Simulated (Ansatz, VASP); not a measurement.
**Two plane-wave programs on Zn**

```
CELL_PARAMETERS angstrom
-0.69405 1.63381 1.63381
1.63381 -0.69405 1.63381
1.63381 1.63381 -0.69405
ATOMIC_POSITIONS crystal
Zn 0.00000 0.00000 0.00000
```

Alike in both runs: task single point; functional PBEsol; k mesh 22 × 22 × 22; occupations gaussian, width 0.15 eV; no spin polarisation.

```csv
,VASP,Ansatz
version,VASP 6.6.1,Ansatz 0.2.0
potentials or method,"VASP PAW PBE potentials, release 64 (Zn), cutoff 520 eV","scalar-relativistic, plane waves, PAW"
valence electrons in the cell,12,12
```

```csv
,VASP,Ansatz,Ansatz less VASP
gap on the k mesh at the Fermi level (eV),none,none,-
pressure (GPa),18.8,18.1,-0.67
"traceless stress, the component that is largest in VASP (GPa)",2.32,2.28,-0.033
```

VASP's potentials were made for PBE, not for PBEsol. A gap of «none» marks a metal or a gap that the smearing closes. The functional is the same, so the differences come from potentials, cutoffs and numerics.
